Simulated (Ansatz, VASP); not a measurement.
Two plane-wave programs on PbS

POSCAR

```
PbS
1.0
    0.0000000000      2.9650006778      2.9650006778
    2.9650006778      0.0000000000      2.9650006778
    2.9650006778      2.9650006778      0.0000000000
Pb S
1 1
Direct
    0.5000000000      0.5000000000      0.5000000000
    0.0000000000      0.0000000000      0.0000000000
```

Contents of INCAR.step1:

```
  PREC = Accurate
  ENCUT = 520
  EDIFF = 1E-5
  ISMEAR = 0
  SIGMA = 0.05
  LREAL = F
  LASPH = T
  NELM = 60
  ALGO = Normal
  ISIF = 2
  LWAVE = T
  LCHARG = F
  GGA = PE
  NBANDS = 17
```

INCAR.step2

```
  PREC = Accurate
  ENCUT = 520
  EDIFF = 1E-6
  ISMEAR = 0
  SIGMA = 0.05
  LREAL = F
  LASPH = T
  NELM = 60
  ALGO = Normal
  ISIF = 2
  LWAVE = F
  LCHARG = F
  GGA = PE
  LHFCALC = T
  AEXX = 0.25
  HFSCREEN = 0.6
  PRECFOCK = Normal
  ISTART = 1
  NBANDS = 17
```

The input KPOINTS:

```
regular mesh
0
Gamma
  4 4 4
```

Input for Ansatz:

```yaml
crystal:
  lattice:
    - [0.0, 2.9650006778, 2.9650006778]
    - [2.9650006778, 0.0, 2.9650006778]
    - [2.9650006778, 2.9650006778, 0.0]
  atoms:
    - { symbol: Pb, position: [0.5, 0.5, 0.5] }
    - { symbol: S, position: [0.0, 0.0, 0.0] }
basis:
  ecutwfc: 420
  ecutrho_ratio: 4
kpoints:
  mp_grid: { grid: [4, 4, 4] }
hamiltonian:
  xc: { preset: hse06, exx: { coeff: 0.25, omega: 0.6 } }
scf:
  occupations: { method: gaussian, width: 0.05 }
  n_extra_bands: 9
output:
  forces: true
  stress: true
  eigenvalues: true
  populations: true
  dos: { projected: true, de: 0.02 }
```

Alike in both runs: task single point; functional PBE-based screened hybrid; k mesh 4 × 4 × 4; occupations gaussian, width 0.05 eV; no spin polarisation.

|  | VASP | Ansatz |
| --- | --- | --- |
| version | VASP 6.6.1 | Ansatz 0.2.0 |
| potentials or method | VASP PAW PBE potentials, release 64 (Pb_d, S), cutoff 520 eV | scalar-relativistic, plane waves, PAW |
| valence electrons in the cell | 20 | 20 |

VASP gave:

* gap on the k mesh at the Fermi level (eV): 0.46
* least direct gap on the mesh (eV): 0.46
* pressure (GPa): 1.6

**Question.** Which values does Ansatz return?

**Answer.** gap on the k mesh at the Fermi level (eV): 0.45; least direct gap on the mesh (eV): 0.45; pressure (GPa): 1.7.

VASP's potentials were made for PBE, not for PBE-based screened hybrid. Ansatz's warnings: stress exchange threshold loose, stress scf threshold loose.

The k mesh is coarse, so the values compare programs but aren't converged. Spin-orbit coupling is off throughout.
